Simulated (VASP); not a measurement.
# ZrS (Fmmm) in VASP: further runs, part 2 of 2

VASP 6.6.1.

### Step 3. Single point, r2SCAN (strain -0.0100 x Voigt [1, -1, 0, 0, 0, 0])

POSCAR reads:

```
ZrS
1.0
    0.0000000000      2.6512500000      2.6250000000
    2.5987500000      0.0000000000      2.6250000000
    2.5987500000      2.6512500000      0.0000000000
Zr S
1 1
Direct
    0.0000000000      0.0000000000      0.0000000000
    0.5000000000      0.5000000000      0.5000000000
```

INCAR.step1 reads:

```
PREC = Accurate
ENCUT = 520
ISMEAR = 0
SIGMA = 0.15
LREAL = F
LASPH = T
NELM = 100
NBANDS = 16
GGA = PE
ALGO = Normal
EDIFF = 1E-4
LWAVE = T
LCHARG = F
```

INCAR.step2 reads:

```
PREC = Accurate
ENCUT = 520
EDIFF = 1E-6
ISMEAR = 0
SIGMA = 0.15
LREAL = F
LASPH = T
NELM = 100
ALGO = Normal
ISIF = 2
LWAVE = F
LCHARG = T
METAGGA = R2SCAN
LMIXTAU = T
LELF = T
LVHAR = T
NBANDS = 16
ISTART = 1
```

KPOINTS reads:

```
regular mesh
0
Gamma
  16 16 16
```

Potentials or basis: VASP PAW PBE potentials, release 64 (Zr_sv, S).

Started as:

```console
$ cat potpaw_PBE.64/Zr_sv/POTCAR potpaw_PBE.64/S/POTCAR > POTCAR
$ cp INCAR.step1 INCAR
$ mpirun -np 1 vasp_std > vasp.out
$ cp INCAR.step2 INCAR
$ mpirun -np 1 vasp_std > vasp.out
```

OUTCAR:

```text
PREC = Accurate
   ENCUT = 520
   EDIFF = 1E-6
   ISMEAR = 0
   LREAL = F
   LASPH = T
   NELM = 100
   ISIF = 2
   METAGGA = R2SCAN
   ISTART = 1

 ion  position               nearest neighbor table
   1  0.000  0.000  0.000-   2 2.60   2 2.60   2 2.62   2 2.62   2 2.65   2 2.65
   2  0.500  0.500  0.500-   1 2.60   1 2.60   1 2.62   1 2.62   1 2.65   1 2.65

  LATTYP: Found a face centered orthorhombic cell.
 ALAT       =     5.1975000000
 B/A-ratio  =     1.0101010101
[... 646 lines left out ...]

------------------------ aborting loop because EDIFF is reached ----------------------------------------

  FORCE on cell =-STRESS in cart. coord.  units (eV):
  Direction    XX          YY          ZZ          XY          YZ          ZX
  --------------------------------------------------------------------------------------
  -------------------------------------------------------------------------------------
  Total        0.1786107     -0.9979342     -0.4666606      0.0000000      0.0000000      0.0000000
  in kB        7.9112210    -44.2015993    -20.6698471      0.0000000      0.0000000      0.0000000
  external PRESSURE =     -18.9867418 kB  Pullay stress =       0.0000000 kB

 VOLUME and BASIS-vectors are now :
 -----------------------------------------------------------------------------
  energy-cutoff  :      520.00
  volume of cell :       36.17
      direct lattice vectors                 reciprocal lattice vectors
     0.000000000  2.651250000  2.625000000    -0.192400192  0.188590288  0.190476190
     2.598750000  0.000000000  2.625000000     0.192400192 -0.188590288  0.190476190
     2.598750000  2.651250000  0.000000000     0.192400192  0.188590288 -0.190476190

 POSITION                                       TOTAL-FORCE (eV/Angst)
 -----------------------------------------------------------------------------------
      0.00000      0.00000      0.00000        -0.000000     -0.000000     -0.000000
      2.59875      2.65125      2.62500         0.000000      0.000000      0.000000
 -----------------------------------------------------------------------------------
    total drift:                                0.000000      0.000000      0.000000

  FREE ENERGIE OF THE ION-ELECTRON SYSTEM (eV)
  ---------------------------------------------------
  free  energy   TOTEN  =       -33.8835628904 eV

  energy  without entropy=      -33.8699628431  energy(sigma->0) =      -33.87676287
```

OUTCAR.step1:

```text
PREC = Accurate
   ENCUT = 520
   ISMEAR = 0
   LREAL = F
   LASPH = T
[... 678 lines left out ...]
 -----------------------------------------------------------------------------------
      0.00000      0.00000      0.00000         0.000000      0.000000     -0.000000
      2.59875      2.65125      2.62500        -0.000000     -0.000000      0.000000
 -----------------------------------------------------------------------------------
    total drift:                                0.000000      0.000000      0.000000

  FREE ENERGIE OF THE ION-ELECTRON SYSTEM (eV)
  ---------------------------------------------------
  free  energy   TOTEN  =       -15.4105951611 eV

  energy  without entropy=      -15.3962088828  energy(sigma->0) =      -15.40340202
```

OSZICAR.step1:

```text
N       E                     dE             d eps       ncg     rms          rms(c)
DAV:   1     0.122571870745E+03    0.12257E+03   -0.96010E+03 19888   0.110E+03
DAV:   2    -0.110748034792E+02   -0.13365E+03   -0.12901E+03 25824   0.281E+02
DAV:   3    -0.162658395553E+02   -0.51910E+01   -0.51565E+01 31920   0.490E+01
DAV:   4    -0.163544254982E+02   -0.88586E-01   -0.88556E-01 24616   0.579E+00
DAV:   5    -0.163561972823E+02   -0.17718E-02   -0.17717E-02 29984   0.640E-01    0.148E+01
DAV:   6    -0.154426615718E+02    0.91354E+00   -0.20036E+00 25064   0.966E+00    0.683E+00
DAV:   7    -0.154149973308E+02    0.27664E-01   -0.19203E-01 28848   0.283E+00    0.301E+00
DAV:   8    -0.154115750178E+02    0.34223E-02   -0.30219E-02 23544   0.115E+00    0.593E-01
DAV:   9    -0.154105197897E+02    0.10552E-02   -0.34867E-03 24256   0.352E-01    0.170E-01
DAV:  10    -0.154105951611E+02   -0.75371E-04   -0.40824E-04 22896   0.198E-01
   1 F= -.15410595E+02 E0= -.15403402E+02  d E =-.143863E-01
```

It took 9.5 min on 1 thread of Intel Xeon 6975P-C (Granite Rapids), shared host; peak memory 0.45 GiB.

Results:

| Quantity | Value |
| --- | --- |
| Free energy | -33.8836 eV |
| Pressure | -1.9 GPa |
| Band gap on the k mesh | zero (bands 9 and 10 overlap by 2.88 eV) |

Levels at points of the mesh, in eV from the Fermi level:
```
           k point  band 7  band 8  band 9  band 10  band 11  band 12
(0.00, 0.00, 0.00)   -3.99   -3.96   -1.53    -1.43    -1.32    -0.73
(0.50, 0.00, 0.00)   -6.45   -6.43    1.46     1.52     1.84     2.09
(0.50, 0.50, 0.00)   -4.96   -4.95   -3.53     0.53     2.31     2.45
(0.50, 0.00, 0.50)   -4.92   -4.91   -3.54     0.48     2.35     2.42
(0.00, 0.50, 0.50)   -5.01   -5.01   -3.52     0.58     2.33     2.41
```

Caveat: the cell differs from its parent crystal (strain -0.0100 x Voigt [1, -1, 0, 0, 0, 0]); the stress differs along the axes, from -4 to 1 GPa; the PAW data sets were made with another functional, which shifts forces and pressure a little.
